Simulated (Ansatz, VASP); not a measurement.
# S: VASP beside Ansatz

```
CELL_PARAMETERS angstrom
5.06720 2.92555 1.28467
-5.06720 2.92555 1.28467
0.00000 -5.85110 1.28467
ATOMIC_POSITIONS crystal
S 0.58350 0.33863 0.22334
S 0.22334 0.58350 0.33863
S 0.33863 0.22334 0.58350
S 0.41650 0.66137 0.77666
S 0.77666 0.41650 0.66137
S 0.66137 0.77666 0.41650
```

Alike in both runs: task single point; functional PBEsol; k mesh 6 × 6 × 6; occupations gaussian, width 0.02 eV; no spin polarisation.

|  | VASP | Ansatz |
| --- | --- | --- |
| version | VASP 6.6.1 | Ansatz 0.2.0 |
| potentials or method | VASP PAW PBE potentials, release 64 (S), cutoff 520 eV | scalar-relativistic, plane waves, PAW |
| valence electrons in the cell | 36 | 36 |

VASP gave:

| Property | Result |
| --- | --- |
| gap on the k mesh at the Fermi level (eV) | 1.66 |
| least direct gap on the mesh (eV) | 1.71 |
| pressure (GPa) | 2.6 |
| traceless stress, the component that is largest in VASP (GPa) | 0.18 |
| rms of the force components (eV/Å) | 0.059 |

**Question.** Estimate Ansatz's values.

**Answer.** gap on the k mesh at the Fermi level (eV): 1.62; least direct gap on the mesh (eV): 1.66; pressure (GPa): 3.0; traceless stress, the component that is largest in VASP (GPa): 0.00; rms of the force components (eV/Å): 0.004.

VASP's potentials were made for PBE, not for PBEsol. Atom by atom the forces differ by 0.062 eV/Å (rms over components).
